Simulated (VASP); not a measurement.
# SiO2 (P6_422) in VASP: a series of runs

Aim: see how the results for SiO2 move with the level of theory and the settings. Levels: PBE, r2SCAN, LDA, PBEsol. Tasks: relaxation of cell and atoms, single point.

Program: VASP 6.6.1. These are calculated values, not measurements. Logs are shortened: lines on timing, memory, paths and dates and some standing lists are left out, and cuts for length are marked.

### 1 The cell of the first run

The structure is hexagonal, space group P6_422 (No. 181). The conventional cell has a = 5.061 Å, b = 5.061 Å, c = 5.541 Å, α = 90.00°, β = 90.00°, γ = 120.00°. Within 2.1 Å of Si (site symmetry 222) lie 4 O at 1.61 Å. O (site symmetry 2) has 2 Si at 1.61 Å within 2.1 Å.

### 2 Relaxation of cell and atoms, PBE

File INCAR:

```
SYSTEM = SiO2
PREC = Accurate
ENCUT = 600
EDIFF = 1E-6
ISMEAR = 0
SIGMA = 0.02
LREAL = .False.
LASPH = .True.
NELM = 80
ALGO = Normal
ISIF = 3
LWAVE = .False.
LCHARG = .False.
GGA = PE
IBRION = 2
NSW = 80
EDIFFG = -0.01
```

File KPOINTS:

```
Automatic mesh
0
Gamma
  3 3 4
  0 0 0
```

File POSCAR:

```
SiO2
1.0
    5.0605222284      0.0000000000      0.0000000000
   -2.5302611142      4.3825408062      0.0000000000
    0.0000000000      0.0000000000      5.5413533100
Si O
3 6
Direct
    0.0000000000      0.5000000000      0.3333333333
    0.5000000000      0.5000000000      0.6666666667
    0.5000000000      0.0000000000      0.0000000000
    0.5827892600      0.7913946300      0.8333333333
    0.7913946300      0.5827892600      0.5000000000
    0.7913946300      0.2086053700      0.1666666667
    0.4172107400      0.2086053700      0.8333333333
    0.2086053700      0.4172107400      0.5000000000
    0.2086053700      0.7913946300      0.1666666667
```

Potentials or basis: VASP PAW PBE potentials, release 64 (Si, O).

On the command line:

```
cat potpaw_PBE.64/Si/POTCAR potpaw_PBE.64/O/POTCAR > POTCAR
mpirun -np 1 vasp_std > vasp.out
```

OUTCAR:

```text
SYSTEM = SiO2
   PREC = Accurate
   ENCUT = 600
   EDIFF = 1E-6
   ISMEAR = 0
   LREAL = .False.
   LASPH = .True.
   NELM = 80
   ISIF = 3
   GGA = PE
   IBRION = 2
   NSW = 80
   EDIFFG = -0.01

 ion  position               nearest neighbor table
   1  0.000  0.500  0.333-   6 1.61   9 1.61   8 1.61   5 1.61   3 3.13   3 3.13   2 3.13   2 3.13

   2  0.500  0.500  0.667-   4 1.61   7 1.61   5 1.61   8 1.61   3 3.13   3 3.13   1 3.13   1 3.13

   3  0.500  0.000  0.000-   4 1.61   7 1.61   6 1.61   9 1.61   1 3.13   2 3.13   2 3.13   1 3.13

   4  0.583  0.791  0.833-   2 1.61   3 1.61
   5  0.791  0.583  0.500-   1 1.61   2 1.61
   6  0.791  0.209  0.167-   1 1.61   3 1.61
   7  0.417  0.209  0.833-   2 1.61   3 1.61
   8  0.209  0.417  0.500-   1 1.61   2 1.61
   9  0.209  0.791  0.167-   1 1.61   3 1.61

  LATTYP: Found a hexagonal cell.
 ALAT       =     5.0605222284
 C/A-ratio  =     1.0950160991

  Lattice vectors:

 A1 = (   5.0605222284,   0.0000000000,   0.0000000000)
 A2 = (  -2.5302611142,   4.3825408062,   0.0000000000)
 A3 = (   0.0000000000,   0.0000000000,   5.5413533100)

Analysis of symmetry for initial positions (statically):
=====================================================================
 Subroutine PRICEL returns:
 Original cell was already a primitive cell.

 Routine SETGRP: Setting up the symmetry group for a
 hexagonal supercell.

 Subroutine GETGRP returns: Found 12 space group operations
 (whereof  4 operations were pure point group operations)
 out of a pool of 24 trial point group operations.

The static configuration has the point symmetry D_2 .
 The point group associated with its full space group is D_6 .

Analysis of symmetry for dynamics (positions and initial velocities):
=====================================================================
 Subroutine PRICEL returns:
 Original cell was already a primitive cell.

 Routine SETGRP: Setting up the symmetry group for a
 hexagonal supercell.

 Subroutine GETGRP returns: Found 12 space group operations
 (whereof  4 operations were pure point group operations)
 out of a pool of 24 trial point group operations.

The dynamic configuration has the point symmetry D_2 .
 The point group associated with its full space group is D_6 .

 Subroutine INISYM returns: Found 12 space group operations
[... 79 lines left out ...]
   total plane-waves  NPLWV =  76800
   dimension x,y,z NGX =    40 NGY =   40 NGZ =   48
   dimension x,y,z NGXF=    80 NGYF=   80 NGZF=   96
   ions per type =               3   6
   NGX,Y,Z   is equivalent  to a cutoff of  13.14, 13.14, 14.40 a.u.
   NGXF,Y,Z  is equivalent  to a cutoff of  26.28, 26.28, 28.80 a.u.
 SYSTEM =  SiO2
   PREC   = accura    normal or accurate (medium, high low for compatibility)
   ISTART =      0    job   : 0-new  1-cont  2-samecut
   ICHARG =      2    charge: 1-file 2-atom 10-const
   ISPIN  =      1    spin polarized calculation?
   LNONCOLLINEAR =      F non collinear calculations
   LSORBIT =      F    spin-orbit coupling
   LASPH  =      T    aspherical Exc in radial PAW
   ENCUT  =  600.0 eV  44.10 Ry    6.64 a.u.  10.11 10.11 11.07*2*pi/ulx,y,z
   NELM   =     80;   NELMIN=  2; NELMDL= -5     # of ELM steps
   EDIFF  = 0.1E-05   stopping-criterion for ELM
   LREAL  =      F    real-space projection
   EDIFFG = -.1E-01   stopping-criterion for IOM
   NSW    =     80    number of steps for IOM
   IBRION =      2    ionic relax: 0-MD 1-quasi-New 2-CG
   NFREE  =      1    steps in history (QN), initial steepest desc. (CG)
   ISIF   =      3    stress and relaxation
   ISYM   =      2    0-nonsym 1-usesym 2-fastsym
   POTIM  = 0.5000    time-step for ionic-motion
   TEBEG  =    0.0;   TEEND  =   0.0 temperature during run
   PSTRESS=    0.0 pullay stress
   NELECT =      48.0000    total number of electrons
   NUPDOWN=      -1.0000    fix difference up-down
   EMIN   =  10.00;   EMAX   =-10.00  energy-range for DOS
   EFERMI =   0.00;   METHOD = LEGACY
   ISMEAR =     0;   SIGMA  =   0.02  broadening in eV -4-tet -1-fermi 0-gaus
   EFERMI_NEDOS =   21; number of points for ismear=-14 and -15
   IALGO  =     38    algorithm
   IMIX   =      4    mixing-type and parameters
     AMIX     =   0.40;   BMIX     =  1.00
     AMIX_MAG =   1.60;   BMIX_MAG =  1.00
  volume/ion in A,a.u.               =      13.66        92.15
  Fermi-wavevector in a.u.,A,eV,Ry     =   1.196675  2.261388 19.483963  1.432031
  Thomas-Fermi vector in A             =   2.332609
   LORBIT       =      0    0 simple, 1 ext, 2 COOP (PROOUT), +10 PAW based schemes
   GGA     = PE    functional components
   LHFCALC =     F    Hartree Fock is set to
   AEXX    =    0.0000 exact exchange contribution
   IVDW    =     0    specifies the selected vdW correction
   LEPSILON=     F    determine dielectric tensor
   LRPA    =     F    only Hartree local field effects (RPA)
 conjugate gradient relaxation of ions
 non-spin polarized calculation
 Gauss-broadening in eV      SIGMA  =   0.02
  energy-cutoff  :      600.00
  volume of cell :      122.90
 maximum number of plane-waves:      4138
   NGX = 21   NGY = 21   NGZ = 23

--------------------------------------- Ionic step        1  -------------------------------------------

 number of electron      47.9999982 magnetization

 Free energy of the ion-electron system (eV)
  ---------------------------------------------------
  ext. energy  EPLUGINS =         0.00000000
  ---------------------------------------------------
  free energy    TOTEN  =       -71.09290618 eV

  energy without entropy =      -71.09290618  energy(sigma->0) =      -71.09290618

------------------------ aborting loop because EDIFF is reached ----------------------------------------

  FORCE on cell =-STRESS in cart. coord.  units (eV):
  Direction    XX          YY          ZZ          XY          YZ          ZX
  --------------------------------------------------------------------------------------
  -------------------------------------------------------------------------------------
  Total        3.7142701      3.7142701      3.6896440     -0.0000000      0.0000000      0.0000000
  in kB       48.4224677     48.4224677     48.1014199     -0.0000000      0.0000000      0.0000000
  external PRESSURE =      48.3154517 kB  Pullay stress =       0.0000000 kB
[... 73 lines left out ...]
--------------------------------------- Ionic step        3  -------------------------------------------

 number of electron      48.0000000 magnetization

 Free energy of the ion-electron system (eV)
  ---------------------------------------------------
  ext. energy  EPLUGINS =         0.00000000
  ---------------------------------------------------
  free energy    TOTEN  =       -71.14174421 eV

  energy without entropy =      -71.14174421  energy(sigma->0) =      -71.14174421

 E-fermi :   0.4523     XC(G=0):  -8.6151

 val. band max:        0.3431284837   @ k =   0.0000   0.0000   0.5000
 cond. band min:       5.9001010665   @ k =   0.0000   0.0000   0.0000
 fundamental gap:      5.5569725829
 Fermi energy:         0.4523098181

 k-point     1 :       0.0000    0.0000    0.0000
  band No.  band energies     occupation
      1     -18.9443      2.00000
      2     -17.5326      2.00000
      3     -17.5326      2.00000
      4     -16.9500      2.00000
      5     -16.9141      2.00000
      6     -16.9141      2.00000
[... 313 lines left out ...]
  FREE ENERGIE OF THE ION-ELECTRON SYSTEM (eV)
  ---------------------------------------------------
  free  energy   TOTEN  =       -71.1417442118 eV

  energy  without entropy=      -71.1417442118  energy(sigma->0) =      -71.14174421

 reached required accuracy - stopping structural energy minimisation
```

OSZICAR:

```text
N       E                     dE             d eps       ncg     rms          rms(c)
DAV:   1     0.342886749741E+03    0.34289E+03   -0.27413E+04   522   0.170E+03
DAV:   2    -0.570592804701E+02   -0.39995E+03   -0.39232E+03   700   0.361E+02
DAV:   3    -0.806920417616E+02   -0.23633E+02   -0.23565E+02   612   0.977E+01
[... 26 lines left out ...]
DAV:   4    -0.711419429678E+02    0.21391E-02   -0.46705E-03   597   0.433E-01    0.130E-01
DAV:   5    -0.711417240981E+02    0.21887E-03   -0.53544E-04   597   0.139E-01    0.662E-02
DAV:   6    -0.711417473656E+02   -0.23267E-04   -0.52444E-05   555   0.447E-02    0.284E-02
DAV:   7    -0.711417443845E+02    0.29811E-05   -0.21074E-06   405   0.106E-02    0.600E-03
DAV:   8    -0.711417442118E+02    0.17276E-06   -0.86617E-07   326   0.571E-03
   3 F= -.71141744E+02 E0= -.71141744E+02  d E =-.488380E-01
```

CONTCAR:

```text
SiO2
   1.00000000000000
     5.1030002706439763   -0.0000000000000000    0.0000000000000000
    -2.5515001353219882    4.4193278698860539    0.0000000000000000
     0.0000000000000000    0.0000000000000000    5.5875590548517398
  Si              O
     3     6
Direct
     0.0000000000000000    0.5000000000000000    0.3333333332999970
     0.5000000000000000    0.5000000000000000    0.6666666667000030
     0.5000000000000000    0.0000000000000000    0.0000000000000000
     0.5838996006378997    0.7919498003189498    0.8333333332999970
     0.7919498003189498    0.5838996006378996    0.5000000000000000
     0.7919498003189499    0.2080501996810502    0.1666666667000030
     0.4161003993621003    0.2080501996810502    0.8333333332999970
     0.2080501996810502    0.4161003993621004    0.5000000000000000
     0.2080501996810501    0.7919498003189498    0.1666666667000030

  0.00000000E+00  0.00000000E+00  0.00000000E+00
  0.00000000E+00  0.00000000E+00  0.00000000E+00
  0.00000000E+00  0.00000000E+00  0.00000000E+00
  0.00000000E+00  0.00000000E+00  0.00000000E+00
  0.00000000E+00  0.00000000E+00  0.00000000E+00
  0.00000000E+00  0.00000000E+00  0.00000000E+00
  0.00000000E+00  0.00000000E+00  0.00000000E+00
  0.00000000E+00  0.00000000E+00  0.00000000E+00
  0.00000000E+00  0.00000000E+00  0.00000000E+00
```

Wall time 4.1 min (1 thread of Intel Xeon 8259CL, shared host); peak memory 0.24 GiB.

Results:

| Item | Value |
| --- | --- |
| Free energy | -71.1417 eV |
| Relaxed volume | 14.00 Å³/atom |
| Relaxed cell | a = 5.103 Å, b = 5.103 Å, c = 5.588 Å, α = 90.00°, β = 90.00°, γ = 120.00° |
| Space group after relaxing (to 0.1 Å) | P6_422 (No. 181) |
| Energy gained by relaxing | 5.4 meV/atom |
| Ionic steps | 3 |
| Pressure after relaxing | 0.0 GPa |
| Largest force after relaxing | 0.007 eV/Å |
| Band gap on the k mesh | 5.56 eV (least direct gap 5.73 eV) |

Forces on the atoms (eV/Å):
```
Si   0.000  0.000  0.000
Si   0.000  0.000  0.000
Si   0.000  0.000  0.000
O   -0.006 -0.004  0.000
O    0.000 -0.007  0.000
O   -0.006  0.004  0.000
O    0.006  0.004  0.000
O    0.000  0.007  0.000
O    0.006 -0.004  0.000
```

Step by step:
```tsv
step	energy change (eV)	largest force (eV/Å)	pressure (GPa)	volume (Å³)
1	0.0000	0.2330	4.83	122.90
2	0.0395	0.3060	-5.83	130.37
3	-0.0488	0.0072	-0.03	126.01
```

Final structure:
```
CELL_PARAMETERS angstrom
5.10300 0.00000 0.00000
-2.55150 4.41933 0.00000
0.00000 0.00000 5.58756
ATOMIC_POSITIONS crystal
Si 0.00000 0.50000 0.33333
Si 0.50000 0.50000 0.66667
Si 0.50000 0.00000 0.00000
O 0.58390 0.79195 0.83333
O 0.79195 0.58390 0.50000
O 0.79195 0.20805 0.16667
O 0.41610 0.20805 0.83333
O 0.20805 0.41610 0.50000
O 0.20805 0.79195 0.16667
```

Caveat: the k points lie up to 0.47 Å⁻¹ apart in the final cell. A k mesh can miss the band edges.

### 3 Single point, r2SCAN

File POSCAR:

```
SiO2
1.0
    5.0596778637      0.0000000000      0.0000000000
   -2.5298389318      4.3818095649      0.0000000000
    0.0000000000      0.0000000000      5.5410856313
Si O
3 6
Direct
    0.0000000000      0.5000000000      0.3333333333
    0.5000000000      0.5000000000      0.6666666667
    0.5000000000      0.0000000000      0.0000000000
    0.5834989518      0.7917494759      0.8333333333
    0.7917494759      0.5834989518      0.5000000000
    0.7917494759      0.2082505241      0.1666666667
    0.4165010482      0.2082505241      0.8333333333
    0.2082505241      0.4165010482      0.5000000000
    0.2082505241      0.7917494759      0.1666666667
```

File INCAR.step1:

```
PREC = Accurate
ENCUT = 520
ISMEAR = 0
SIGMA = 0.02
LREAL = F
LASPH = T
NELM = 60
NBANDS = 34
GGA = PE
ALGO = Normal
EDIFF = 1E-4
LWAVE = T
LCHARG = F
```

File INCAR.step2:

```
PREC = Accurate
ENCUT = 520
EDIFF = 1E-7
ISMEAR = 0
SIGMA = 0.02
LREAL = F
LASPH = T
NELM = 60
ALGO = Normal
ISIF = 2
LWAVE = F
LCHARG = F
METAGGA = R2SCAN
LMIXTAU = T
NBANDS = 34
ISTART = 1
```

File KPOINTS:

```
regular mesh
0
Gamma
  6 6 4
```

Potentials or basis: VASP PAW PBE potentials, release 64 (Si, O).

On the command line:

```
cat potpaw_PBE.64/Si/POTCAR potpaw_PBE.64/O/POTCAR > POTCAR
cp INCAR.step1 INCAR
mpirun -np 1 vasp_std > vasp.out
cp INCAR.step2 INCAR
mpirun -np 1 vasp_std > vasp.out
```

Wall time 18 min (1 thread of Intel Xeon 8259CL, shared host); peak memory 0.26 GiB.

It converged, with:

- Free energy: -89.3559 eV
- Pressure: 0.1 GPa
- Largest force: 0.012 eV/Å
- Band gap on the k mesh: 6.30 eV (least direct gap 6.49 eV)

Forces on the atoms (eV/Å):
```
Si   0.000  0.000  0.000
Si   0.000  0.000  0.000
Si   0.000  0.000  0.000
O   -0.011 -0.006  0.000
O    0.000 -0.012  0.000
O   -0.011  0.006  0.000
O    0.011  0.006  0.000
O    0.000  0.012  0.000
O    0.011 -0.006  0.000
```

Levels at points of the mesh, in eV from the valence-band top:
| k point | band 22 | band 23 | band 24 | band 25 | band 26 | band 27 |
| --- | --- | --- | --- | --- | --- | --- |
| (0.00, 0.00, 0.00) | -0.46 | -0.46 | -0.19 | 6.30 | 9.73 | 9.73 |
| (0.50, 0.00, 0.00) | -1.02 | -0.35 | 0.00 | 8.41 | 9.27 | 10.39 |
| (0.00, 0.00, 0.50) | -0.29 | 0.00 | 0.00 | 8.17 | 8.17 | 9.24 |
| (0.50, 0.00, 0.50) | -0.73 | -0.70 | -0.34 | 9.51 | 9.90 | 10.00 |

Caveat: the PAW data sets were made with another functional, which shifts forces and pressure a little.

### 4 Relaxation of cell and atoms, LDA

File INCAR:

```
ALGO = Normal
EDIFF = 1E-7
EDIFFG = -0.01
ENCUT = 600
GGA = CA
IBRION = 2
ISIF = 3
ISMEAR = 0
LASPH = True
LCHARG = False
LREAL = False
LWAVE = False
NELM = 100
NSW = 80
PREC = Accurate
SIGMA = 0.02
```

File KPOINTS:

```
k-points
0
Gamma
  6 6 4
```

File POSCAR:

```
SiO2
1.0
    5.0605222284      0.0000000000      0.0000000000
   -2.5302611142      4.3825408062      0.0000000000
    0.0000000000      0.0000000000      5.5413533100
Si O
3 6
Direct
    0.0000000000      0.5000000000      0.3333333333
    0.5000000000      0.5000000000      0.6666666667
    0.5000000000      0.0000000000      0.0000000000
    0.5827892600      0.7913946300      0.8333333333
    0.7913946300      0.5827892600      0.5000000000
    0.7913946300      0.2086053700      0.1666666667
    0.4172107400      0.2086053700      0.8333333333
    0.2086053700      0.4172107400      0.5000000000
    0.2086053700      0.7913946300      0.1666666667
```

Potentials or basis: VASP PAW LDA potentials, release 64 (Si, O).

On the command line:

```
cat potpaw_LDA.64/Si/POTCAR potpaw_LDA.64/O/POTCAR > POTCAR
mpirun -np 1 vasp_std > vasp.out
```

It took 9.8 min on 1 thread of Intel Xeon 8259CL, shared host; peak memory 0.21 GiB.

Results (log left out):

```
Free energy                           : -77.8406 eV
Relaxed volume                        : 13.52 Å³/atom
Relaxed cell                          : a = 5.043 Å, b = 5.043 Å, c = 5.526 Å, α = 90.00°, β = 90.00°, γ = 120.00°
Space group after relaxing (to 0.1 Å) : P6_422 (No. 181)
Energy gained by relaxing             : 0.6 meV/atom
Ionic steps                           : 5
Pressure after relaxing               : 0.0 GPa
Band gap on the k mesh                : 5.49 eV (least direct gap 5.68 eV)
```

Stress tensor (GPa, compression positive):
```
-0.04  0.00  0.00
 0.00 -0.04  0.00
 0.00  0.00  0.05
```

The path:
| step | energy change (eV) | largest force (eV/Å) | pressure (GPa) | volume (Å³) |
| --- | --- | --- | --- | --- |
| 1 | 0.0000 | 0.0161 | -1.42 | 122.90 |
| 2 | 0.0033 | 0.1317 | 1.93 | 120.76 |
| 3 | -0.0041 | 0.0458 | -0.02 | 121.98 |
| 4 | -0.0046 | 0.0312 | -0.02 | 121.90 |
| 5 | -0.0050 | 0.0016 | -0.01 | 121.72 |

Final structure:
```
Si O
1.0
     5.04300    0.00000    0.00000
    -2.52150    4.36737    0.00000
     0.00000    0.00000    5.52638
Si O
3 6
Direct
  0.00000 0.50000 0.33333
  0.50000 0.50000 0.66667
  0.50000 0.00000 0.00000
  0.58415 0.79207 0.83333
  0.79207 0.58415 0.50000
  0.79207 0.20793 0.16667
  0.41585 0.20793 0.83333
  0.20793 0.41585 0.50000
  0.20793 0.79207 0.16667
```

Levels at points of the mesh, in eV from the valence-band top:
```csv
k point,band 20,band 21,band 22,band 23,band 24,band 25,band 26,band 27,band 28,band 29
"(0.00, 0.00, 0.00)",-1.02,-1.02,-0.49,-0.49,-0.19,5.49,8.73,8.73,9.01,9.01
"(0.50, 0.00, 0.00)",-1.21,-1.20,-1.02,-0.36,0.00,7.53,8.38,9.39,9.46,9.46
"(0.00, 0.00, 0.50)",-1.88,-1.20,-0.29,0.00,0.00,7.31,7.31,8.19,9.61,9.61
"(0.50, 0.00, 0.50)",-1.37,-0.95,-0.75,-0.71,-0.35,8.56,8.98,9.00,9.15,9.50
```

A k mesh can miss the band edges.

### 5 Relaxation of cell and atoms, PBEsol

Edit INCAR of step 4 so:

```diff
@@ -4,3 +4,3 @@
 ENCUT = 600
-GGA = CA
+GGA = PS
 IBRION = 2
@@ -12,3 +12,3 @@
 LWAVE = False
-NELM = 100
+NELM = 60
 NSW = 80
```

KPOINTS is that of step 4.

POSCAR is that of step 4.

Potentials or basis: VASP PAW PBE potentials, release 64 (Si, O).

On the command line:

```
cat potpaw_PBE.64/Si/POTCAR potpaw_PBE.64/O/POTCAR > POTCAR
mpirun -np 1 vasp_std > vasp.out
```

Run time: 13 min. Hardware: 1 thread of Intel Xeon 8259CL, shared host; peak memory 0.26 GiB.

Results (log left out):

| Property | Result |
| --- | --- |
| Free energy | -73.9789 eV |
| Relaxed volume | 13.83 Å³/atom |
| Relaxed cell | a = 5.083 Å, b = 5.083 Å, c = 5.563 Å, α = 90.00°, β = 90.00°, γ = 120.00° |
| Space group after relaxing (to 0.1 Å) | P6_422 (No. 181) |
| Energy gained by relaxing | 1.9 meV/atom |
| Ionic steps | 6 |
| Pressure after relaxing | 0.0 GPa |
| Band gap on the k mesh | 5.54 eV (least direct gap 5.73 eV) |

Forces in eV/Å, atoms in the order of the input:
```
Si   0.000  0.000  0.000
Si   0.000  0.000  0.000
Si   0.000  0.000  0.000
O   -0.002 -0.001  0.000
O    0.000 -0.003  0.000
O   -0.002  0.001  0.000
O    0.002  0.001  0.000
O    0.000  0.003  0.000
O    0.002 -0.001  0.000
```

The path:
| step | energy change (eV) | largest force (eV/Å) | pressure (GPa) | volume (Å³) |
| --- | --- | --- | --- | --- |
| 1 | 0.0000 | 0.1643 | 2.78 | 122.90 |
| 2 | 0.0152 | 0.1728 | -3.70 | 127.16 |
| 3 | -0.0167 | 0.0191 | -0.05 | 124.67 |
| 4 | -0.0167 | 0.0220 | 0.00 | 124.63 |
| 5 | -0.0168 | 0.0156 | 0.02 | 124.59 |
| 6 | -0.0169 | 0.0025 | 0.05 | 124.47 |

Final structure:
```xyz
9
Lattice="5.0831 0.0000 0.0000 -2.5415 4.4021 0.0000 0.0000 0.0000 5.5625" Properties=species:S:1:pos:R:3 pbc="T T T"
Si   -1.2708    2.2010    1.8542
Si    1.2708    2.2010    3.7083
Si    2.5415    0.0000    5.5625
O     0.9567    3.4871    4.6354
O     2.5415    2.5721    2.7813
O     3.4983    0.9150    0.9271
O     1.5848    0.9150    4.6354
O     0.0000    1.8300    2.7813
O    -0.9567    3.4871    0.9271
```

Levels at points of the mesh, in eV from the valence-band top:
```tsv
k point	band 20	band 21	band 22	band 23	band 24	band 25	band 26	band 27	band 28	band 29
(0.00, 0.00, 0.00)	-0.98	-0.98	-0.46	-0.46	-0.18	5.54	8.79	8.79	9.04	9.04
(0.50, 0.00, 0.00)	-1.17	-1.14	-0.98	-0.34	0.00	7.57	8.42	9.47	9.48	9.48
(0.00, 0.00, 0.50)	-1.82	-1.15	-0.29	0.00	0.00	7.37	7.37	8.30	9.61	9.61
(0.50, 0.00, 0.50)	-1.31	-0.91	-0.72	-0.69	-0.34	8.35	8.91	9.14	9.29	9.67
```

Caveat: the PAW data sets were made with another functional, which shifts forces and pressure a little.

[end of part 1 of 2]
